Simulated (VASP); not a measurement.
# InTeO2 (P6/mmm) in VASP: single point with PBE

Aim: the single point of InTeO2 with PBE.

Program: VASP 6.6.1. These are calculated values, not measurements. Logs are shortened: lines on timing, memory, paths and dates and some standing lists are left out, and cuts for length are marked.

## (1) The cell of the first run

It takes space group P6/mmm (No. 191, hexagonal). Conventional cell: a = 4.190 Å, b = 4.190 Å, c = 5.306 Å, α = 90.00°, β = 90.00°, γ = 120.00°. In (site symmetry 6/mmm) has 6 O at 2.42 Å and 2 Te at 2.65 Å within 3.2 Å. Te (site symmetry 6/mmm) has 2 In at 2.65 Å and 12 O at 3.59 Å within 3.6 Å. Within 3.2 Å of O (site symmetry -6m2) lie 3 O at 2.42 Å and 3 In at 2.42 Å.

The cell was generated, and may not be a known phase.

## (2) Single point, PBE

INCAR

```
  ALGO = Normal
  EDIFF = 1E-6
  ENCUT = 520
  GGA = PE
  ISIF = 2
  ISMEAR = 0
  LASPH = True
  LCHARG = False
  LREAL = False
  LWAVE = False
  NBANDS = 24
  NELM = 100
  PREC = Accurate
  SIGMA = 0.1
```

KPOINTS

```
k-points
0
Gamma
  6 6 4
```

POSCAR

```
InTeO2
1.0
    4.1903040100      0.0000000000      0.0000000000
   -2.0951520100      3.6289097200      0.0000000000
    0.0000000000      0.0000000000      5.3061079200
In Te O
1 1 2
Direct
    0.0000000000      0.0000000000      0.5000000000
    0.0000000000      0.0000000000      0.0000000000
    0.3333333300      0.6666666700      0.5000000000
    0.6666666700      0.3333333300      0.5000000000
```

Potentials or basis: VASP PAW PBE potentials, release 64 (In_d, Te, O).

Started as:

```console
cat potpaw_PBE.64/In_d/POTCAR potpaw_PBE.64/Te/POTCAR potpaw_PBE.64/O/POTCAR > POTCAR
mpirun -np 1 vasp_std > vasp.out
```

OUTCAR:

```text
EDIFF = 1E-6
   ENCUT = 520
   GGA = PE
   ISIF = 2
   ISMEAR = 0
   LASPH = True
   LREAL = False
   NELM = 100
   PREC = Accurate

 ion  position               nearest neighbor table
   1  0.000  0.000  0.500-   3 2.42   4 2.42   4 2.42   3 2.42   4 2.42   3 2.42   2 2.65   2 2.65

   2  0.000  0.000  0.000-   1 2.65   1 2.65
   3  0.333  0.667  0.500-   1 2.42   1 2.42   1 2.42
   4  0.667  0.333  0.500-   1 2.42   1 2.42   1 2.42

  LATTYP: Found a hexagonal cell.
 ALAT       =     4.1903040100
 C/A-ratio  =     1.2662823288

  Lattice vectors:

 A1 = (   4.1903040100,   0.0000000000,   0.0000000000)
 A2 = (  -2.0951520100,   3.6289097200,   0.0000000000)
 A3 = (   0.0000000000,   0.0000000000,   5.3061079200)

Analysis of symmetry for initial positions (statically):
=====================================================================
 Subroutine PRICEL returns:
 Original cell was already a primitive cell.

 Routine SETGRP: Setting up the symmetry group for a
 hexagonal supercell.

 Subroutine GETGRP returns: Found 24 space group operations
 (whereof 24 operations were pure point group operations)
 out of a pool of 24 trial point group operations.

The static configuration has the point symmetry D_6h.

Analysis of symmetry for dynamics (positions and initial velocities):
=====================================================================
 Subroutine PRICEL returns:
 Original cell was already a primitive cell.

 Routine SETGRP: Setting up the symmetry group for a
 hexagonal supercell.

 Subroutine GETGRP returns: Found 24 space group operations
 (whereof 24 operations were pure point group operations)
 out of a pool of 24 trial point group operations.

The dynamic configuration has the point symmetry D_6h.

 Subroutine INISYM returns: Found 24 space group operations
 (whereof 24 operations are pure point group operations),
 and found     1 'primitive' translations

----------------------------------------------------------------------------------------

                                     Primitive cell

  volume of cell :      80.6859

  direct lattice vectors                    reciprocal lattice vectors
     4.190304010  0.000000000  0.000000000     0.238646169  0.137782430  0.000000000
    -2.095152010  3.628909720  0.000000000     0.000000000  0.275564860  0.000000000
     0.000000000  0.000000000  5.306107920     0.000000000  0.000000000  0.188462054

  length of vectors
     4.190304010  4.190304011  5.306107920     0.275564860  0.275564860  0.188462054

  position of ions in fractional coordinates (direct lattice)
     0.000000000  0.000000000  0.500000000
     0.000000000  0.000000000  0.000000000
     0.333333330  0.666666670  0.500000000
     0.666666670  0.333333330  0.500000000

  ion indices of the primitive-cell ions
   primitive index   ion index
                 1           1
                 2           2
                 3           3
                 4           4

----------------------------------------------------------------------------------------

 KPOINTS: k-points

Automatic generation of k-mesh.
 Grid dimensions read from file:
 generate k-points for:    6    6    4

 Generating k-lattice:

  Cartesian coordinates                     Fractional coordinates (reciprocal lattice)
     0.039774362  0.022963738  0.000000000     0.166666667 -0.000000000  0.000000000
     0.000000000  0.045927477  0.000000000     0.000000000  0.166666667  0.000000000
     0.000000000  0.000000000  0.047115514     0.000000000  0.000000000  0.250000000

  Length of vectors
     0.045927477  0.045927477  0.047115514

  Shift w.r.t. Gamma in fractional coordinates (k-lattice)
     0.000000000  0.000000000  0.000000000

 Subroutine IBZKPT returns following result:
 ===========================================

 Found     21 irreducible k-points:

 Following reciprocal coordinates:
            Coordinates               Weight
  0.000000  0.000000  0.000000      1.000000
  0.166667 -0.000000  0.000000      6.000000
  0.333333  0.000000  0.000000      6.000000
  0.500000 -0.000000  0.000000      3.000000
  0.166667  0.166667  0.000000      6.000000
  0.333333  0.166667  0.000000     12.000000
[... 13 lines left out ...]
  0.333333  0.166667  0.500000     12.000000
  0.333333  0.333333  0.500000      2.000000
   k-points           NKPTS =     21   k-points in BZ     NKDIM =     21   number of bands    NBANDS=     24
   number of dos      NEDOS =    301   number of ions     NIONS =      4
   total plane-waves  NPLWV =  40960
   dimension x,y,z NGX =    32 NGY =   32 NGZ =   40
   dimension x,y,z NGXF=    64 NGYF=   64 NGZF=   80
   ions per type =               1   1   2
   NGX,Y,Z   is equivalent  to a cutoff of  12.70, 12.70, 12.53 a.u.
   NGXF,Y,Z  is equivalent  to a cutoff of  25.39, 25.39, 25.06 a.u.
 SYSTEM =  unknown system
   PREC   = accura    normal or accurate (medium, high low for compatibility)
   ISTART =      0    job   : 0-new  1-cont  2-samecut
   ICHARG =      2    charge: 1-file 2-atom 10-const
   ISPIN  =      1    spin polarized calculation?
   LNONCOLLINEAR =      F non collinear calculations
   LSORBIT =      F    spin-orbit coupling
   LASPH  =      T    aspherical Exc in radial PAW
   ENCUT  =  520.0 eV  38.22 Ry    6.18 a.u.   7.79  7.79  9.87*2*pi/ulx,y,z
   NELM   =    100;   NELMIN=  2; NELMDL= -5     # of ELM steps
   EDIFF  = 0.1E-05   stopping-criterion for ELM
   LREAL  =      F    real-space projection
   EDIFFG = 0.1E-04   stopping-criterion for IOM
   NSW    =      0    number of steps for IOM
   IBRION =     -1    ionic relax: 0-MD 1-quasi-New 2-CG
   NFREE  =      0    steps in history (QN), initial steepest desc. (CG)
   ISIF   =      2    stress and relaxation
   ISYM   =      2    0-nonsym 1-usesym 2-fastsym
   POTIM  = 0.5000    time-step for ionic-motion
   TEBEG  =    0.0;   TEEND  =   0.0 temperature during run
   PSTRESS=    0.0 pullay stress
   NELECT =      31.0000    total number of electrons
   NUPDOWN=      -1.0000    fix difference up-down
   EMIN   =  10.00;   EMAX   =-10.00  energy-range for DOS
   EFERMI =   0.00;   METHOD = LEGACY
   ISMEAR =     0;   SIGMA  =   0.10  broadening in eV -4-tet -1-fermi 0-gaus
   EFERMI_NEDOS =   21; number of points for ismear=-14 and -15
   IALGO  =     38    algorithm
   IMIX   =      4    mixing-type and parameters
     AMIX     =   0.40;   BMIX     =  1.00
     AMIX_MAG =   1.60;   BMIX_MAG =  1.00
  volume/ion in A,a.u.               =      20.17       136.12
  Fermi-wavevector in a.u.,A,eV,Ry     =   1.190135  2.249029 19.271574  1.416421
  Thomas-Fermi vector in A             =   2.326226
   LORBIT       =      0    0 simple, 1 ext, 2 COOP (PROOUT), +10 PAW based schemes
   GGA     = PE    functional components
   LHFCALC =     F    Hartree Fock is set to
   AEXX    =    0.0000 exact exchange contribution
   IVDW    =     0    specifies the selected vdW correction
   LEPSILON=     F    determine dielectric tensor
   LRPA    =     F    only Hartree local field effects (RPA)
 non-spin polarized calculation
 Gauss-broadening in eV      SIGMA  =   0.10
  energy-cutoff  :      520.00
  volume of cell :       80.69
 maximum number of plane-waves:      2197
 NGX is ok and might be reduce to    32
   NGX = 15   NGY = 15   NGZ = 19

 number of electron      31.0000004 magnetization

 Free energy of the ion-electron system (eV)
  ---------------------------------------------------
  ext. energy  EPLUGINS =         0.00000000
  ---------------------------------------------------
  free energy    TOTEN  =       -14.20285778 eV

  energy without entropy =      -14.17042961  energy(sigma->0) =      -14.18664370

 E-fermi :   3.6612     XC(G=0):  -9.5718

 val. band max:        3.6393542819   @ k =   0.5000  -0.0000   0.5000
 cond. band min:       3.6798784221   @ k =   0.3333   0.3333   0.5000
 fundamental gap:      0.0405241401
 Fermi energy:         3.6612126404

 k-point     1 :       0.0000    0.0000    0.0000
  band No.  band energies     occupation
      1     -13.7140      2.00000
      2     -11.4926      2.00000
      3     -10.2637      2.00000
      4      -9.8012      2.00000
      5      -9.8012      2.00000
      6      -9.7496      2.00000
[... 16 lines left out ...]
     23      13.3909      0.00000
     24      14.2991      0.00000

 k-point     2 :       0.1667   -0.0000    0.0000
  band No.  band energies     occupation
      1     -13.5723      2.00000
      2     -11.7546      2.00000
      3     -10.2683      2.00000
      4      -9.8090      2.00000
      5      -9.8025      2.00000
      6      -9.7238      2.00000
[... 16 lines left out ...]
     23      13.3339      0.00000
     24      13.7779      0.00000

 k-point     3 :       0.3333    0.0000    0.0000
  band No.  band energies     occupation
      1     -13.2106      2.00000
      2     -12.2229      2.00000
      3     -10.2890      2.00000
      4      -9.8242      2.00000
      5      -9.8050      2.00000
      6      -9.6713      2.00000
[... 16 lines left out ...]
     23      13.6614      0.00000
     24      14.2774      0.00000

 k-point     4 :       0.5000   -0.0000    0.0000
  band No.  band energies     occupation
      1     -12.8785      2.00000
      2     -12.5642      2.00000
      3     -10.3075      2.00000
      4      -9.8317      2.00000
      5      -9.8062      2.00000
      6      -9.6444      2.00000
[... 16 lines left out ...]
     23      13.8050      0.00000
     24      16.2062      0.00000

 k-point     5 :       0.1667    0.1667    0.0000
  band No.  band energies     occupation
      1     -13.3218      2.00000
      2     -12.0932      2.00000
      3     -10.2821      2.00000
      4      -9.8189      2.00000
      5      -9.8059      2.00000
      6      -9.6680      2.00000
[... 16 lines left out ...]
     23      13.1356      0.00000
     24      13.7173      0.00000

 k-point     6 :       0.3333    0.1667    0.0000
  band No.  band energies     occupation
      1     -12.9510      2.00000
      2     -12.4763      2.00000
      3     -10.3081      2.00000
      4      -9.8275      2.00000
      5      -9.8105      2.00000
      6      -9.5894      2.00000
[... 16 lines left out ...]
     23      13.7153      0.00000
     24      14.1700      0.00000
[... 298 lines left out ...]
 k-point    18 :       0.5000   -0.0000    0.5000
  band No.  band energies     occupation
      1     -12.8749      2.00000
      2     -12.5624      2.00000
      3     -10.1314      2.00000
      4      -9.8450      2.00000
      5      -9.8171      2.00000
      6      -9.6444      2.00000
[... 16 lines left out ...]
     23      15.5423      0.00000
     24      16.3442      0.00000

 k-point    19 :       0.1667    0.1667    0.5000
  band No.  band energies     occupation
      1     -13.3154      2.00000
      2     -12.0923      2.00000
      3     -10.0706      2.00000
      4      -9.8312      2.00000
      5      -9.8168      2.00000
      6      -9.6665      2.00000
[... 16 lines left out ...]
     23      12.3847      0.00000
     24      15.3652      0.00000

 k-point    20 :       0.3333    0.1667    0.5000
  band No.  band energies     occupation
      1     -12.9471      2.00000
      2     -12.4745      2.00000
      3     -10.1310      2.00000
      4      -9.8404      2.00000
      5      -9.8219      2.00000
      6      -9.5886      2.00000
[... 16 lines left out ...]
     23      14.3111      0.00000
     24      16.1357      0.00000

 k-point    21 :       0.3333    0.3333    0.5000
  band No.  band energies     occupation
      1     -12.6989      2.00000
      2     -12.6989      2.00000
      3     -10.1556      2.00000
      4      -9.8335      2.00000
      5      -9.8335      2.00000
      6      -9.4137      2.00000
[... 16 lines left out ...]
     23      13.5610      0.00000
     24      15.4587      0.00000

------------------------ aborting loop because EDIFF is reached ----------------------------------------

  FORCE on cell =-STRESS in cart. coord.  units (eV):
  Direction    XX          YY          ZZ          XY          YZ          ZX
  --------------------------------------------------------------------------------------
  -------------------------------------------------------------------------------------
  Total       -6.0688321     -6.0688321      9.3162537      0.0000000     -0.0000000     -0.0000000
  in kB     -120.5085683   -120.5085681    184.9924977      0.0000002     -0.0000000     -0.0000000
  external PRESSURE =     -18.6748796 kB  Pullay stress =       0.0000000 kB

 VOLUME and BASIS-vectors are now :
 -----------------------------------------------------------------------------
  energy-cutoff  :      520.00
  volume of cell :       80.69
      direct lattice vectors                 reciprocal lattice vectors
     4.190304010  0.000000000  0.000000000     0.238646169  0.137782430  0.000000000
    -2.095152010  3.628909720  0.000000000     0.000000000  0.275564860  0.000000000
     0.000000000  0.000000000  5.306107920     0.000000000  0.000000000  0.188462054

 POSITION                                       TOTAL-FORCE (eV/Angst)
 -----------------------------------------------------------------------------------
      0.00000      0.00000      2.65305        -0.000000      0.000000      0.000000
      0.00000      0.00000      0.00000        -0.000000      0.000000      0.000000
     -0.00000      2.41927      2.65305         0.000000     -0.000000      0.000000
      2.09515      1.20964      2.65305        -0.000000      0.000000      0.000000
 -----------------------------------------------------------------------------------
    total drift:                               -0.000000      0.000000     -0.000000

  FREE ENERGIE OF THE ION-ELECTRON SYSTEM (eV)
  ---------------------------------------------------
  free  energy   TOTEN  =       -14.2028577835 eV

  energy  without entropy=      -14.1704296149  energy(sigma->0) =      -14.18664370
```

Run time: 67 s. Hardware: 1 thread of Intel Xeon 8259CL, shared host; peak memory 0.21 GiB.

Results:

| Item | Value |
| --- | --- |
| Free energy | -14.2029 eV |
| Pressure | -1.9 GPa |
| Band gap on the k mesh | zero (an odd number of electrons rules out a gap without spin polarisation) |

Levels at points of the mesh, in eV from the Fermi level:
```csv
k point,band 13,band 14,band 15,band 16,band 17,band 18
"(0.00, 0.00, 0.00)",-1.46,-0.38,-0.11,0.24,0.79,0.79
"(0.50, 0.00, 0.00)",-1.40,-0.71,-0.54,0.08,0.35,2.96
"(0.00, 0.00, 0.50)",-1.23,-1.23,-0.14,0.62,0.62,5.21
"(0.50, 0.00, 0.50)",-0.85,-0.40,-0.12,-0.02,0.35,5.61
```

Caveat: the stress differs along the axes, from -12 to 18 GPa; spin-orbit coupling is left out, which moves the levels of the heavy elements; an odd number of electrons without spin polarisation forces a metal; a magnetic or distorted state may lie lower.

The gap in the log of VASP goes by the Fermi energy; the results here count the filled bands.